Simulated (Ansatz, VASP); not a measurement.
**VSi2: VASP beside Ansatz**

```
CELL_PARAMETERS angstrom
4.53480 0.00000 0.00000
-2.26740 3.92725 0.00000
0.00000 0.00000 6.31890
ATOMIC_POSITIONS crystal
V 0.00000 0.50000 0.16667
V 0.50000 0.50000 0.83333
V 0.50000 0.00000 0.50000
Si 0.83751 0.67501 0.50000
Si 0.16249 0.83751 0.83333
Si 0.67501 0.83751 0.16667
Si 0.16249 0.32499 0.50000
Si 0.83751 0.16249 0.83333
Si 0.32499 0.16249 0.16667
```

Alike in both runs: task single point; functional LDA; k mesh 6 × 6 × 4; occupations gaussian, width 0.1 eV; no spin polarisation.

```csv
,VASP,Ansatz
version,VASP 6.6.1,Ansatz 0.2.0
potentials or method,"VASP PAW LDA potentials, release 64 (V_sv, Si), cutoff 520 eV","scalar-relativistic, plane waves, PAW"
valence electrons in the cell,63,63
```

```csv
,VASP,Ansatz,Ansatz less VASP
gap on the k mesh at the Fermi level (eV),none,none,-
pressure (GPa),-4.4,-4.7,-0.25
"traceless stress, the component that is largest in VASP (GPa)",0.45,0.41,-0.032
rms of the force components (eV/Å),0.054,0.054,-0.0001
```

Ansatz warns that its potentials were made for another functional, while VASP's fit it. LDA's correlation is that of Perdew and Zunger in VASP and of Perdew and Wang (1992) in Ansatz. Atom by atom the forces differ by 0.000 eV/Å (rms over components). A gap of «none» marks a metal or a gap that the smearing closes.
